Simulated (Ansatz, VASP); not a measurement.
# Na2ZrO2: VASP beside Ansatz

```
Na Zr O
1.0
     3.20749    0.00000    0.00000
    -1.60375    2.77777    0.00000
     0.00000    0.00000    8.89752
Na Zr O
2 1 2
Direct
  0.33333 0.66667 0.67577
  0.66667 0.33333 0.32423
  0.00000 0.00000 0.00000
  0.66667 0.33333 0.86041
  0.33333 0.66667 0.13959
```

Change from the starting cell: species swapped into the CaMn2P2 type (P-3m1, No. 164).

Alike in both runs: functional PBE; k mesh 12 × 12 × 4; occupations gaussian, width 0.1 eV; no spin polarisation.

Ansatz relaxed the structure, and its values are those at the end. VASP's run is a single point on that final structure, the one shown.

|  | VASP | Ansatz |
| --- | --- | --- |
| version | VASP 6.6.1 | Ansatz 0.2.0 |
| potentials or method | VASP PAW PBE potentials, release 64 (Na_pv, Zr_sv, O), cutoff 520 eV | scalar-relativistic, plane waves, PAW |
| valence electrons in the cell | 38 | 42 |

```csv
,VASP,Ansatz,Ansatz less VASP
gap on the k mesh at the Fermi level (eV),none,none,-
pressure (GPa),0.1,0.0,-0.11
rms of the force components (eV/Å),0.009,0.001,-0.0080
```

A gap of «none» marks a metal or a gap that the smearing closes. VASP's potentials hold 38 valence electrons a cell and Ansatz's 42, so a difference there can come from the potentials and not from the codes.
